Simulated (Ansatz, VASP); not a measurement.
SiN: VASP beside Ansatz

INCAR

```
  PREC = Accurate
  ENCUT = 600
  EDIFF = 1E-7
  ISMEAR = 0
  SIGMA = 0.2
  LREAL = False
  LASPH = True
  NELM = 120
  ALGO = Normal
  ISIF = 3
  LWAVE = False
  LCHARG = False
  GGA = PE
  IBRION = 2
  NSW = 36
  EDIFFG = -0.08
  GGA_COMPAT = False
  NELMIN = 4
```

File KPOINTS:

```
Automatic mesh
0
Gamma
  7 7 7
```

Contents of POSCAR:

```
SiN
1.0
    0.0000000000      2.3191221400      2.3191221400
    2.3191221400      0.0000000000      2.3191221400
    2.3191221400      2.3191221400      0.0000000000
Si N
1 1
Direct
    0.0000000000      0.0000000000      0.0000000000
    0.5000000000      0.5000000000      0.5000000000
```

Input for Ansatz:

```yaml
crystal:
  lattice:
    - [0.0, 2.31912214, 2.31912214]
    - [2.31912214, 0.0, 2.31912214]
    - [2.31912214, 2.31912214, 0.0]
  atoms:
    - { symbol: Si, position: [0.0, 0.0, 0.0] }
    - { symbol: "N", position: [0.5, 0.5, 0.5] }
basis:
  ecutwfc: 420
kpoints:
  mp_grid: { grid: [7, 7, 7] }
hamiltonian:
  xc: pbe
scf:
  occupations: { method: gaussian, width: 0.2 }
  lower_state_search: "off"
output:
  forces: true
  stress: true
  eigenvalues: true
relax:
  adjacent_minimum: "off"
  f_tol: 0.08
  max_steps: 16
  cell: { stress_tol: 0.8 }
```

Change from the starting cell: species swapped into the EuSe type (Fm-3m, No. 225).

Alike in both runs: task relaxation of cell and atoms; functional PBE; k mesh 7 × 7 × 7; occupations gaussian, width 0.2 eV; no spin polarisation.

```csv
,VASP,Ansatz
version,VASP 6.6.1,Ansatz 0.2.0
potentials or method,"VASP PAW PBE potentials, release 64 (Si, N), cutoff 600 eV","scalar-relativistic, plane waves, PAW"
valence electrons in the cell,9,9
```

|  | VASP | Ansatz | Ansatz less VASP |
| --- | --- | --- | --- |
| gap on the k mesh at the Fermi level, each at its own relaxed structure (eV) | none | none | - |
| relaxed volume (Å³/atom) | 9.65 | 9.69 | +0.038 |
| relaxed cell length with the largest relative difference (Å) | 3.011 | 3.015 | +0.0039 |

A gap of «none» marks a metal or a gap that the smearing closes.

Noted on VASP's run: the volume moved by over 15 % at a fixed basis, so the end points are rough.
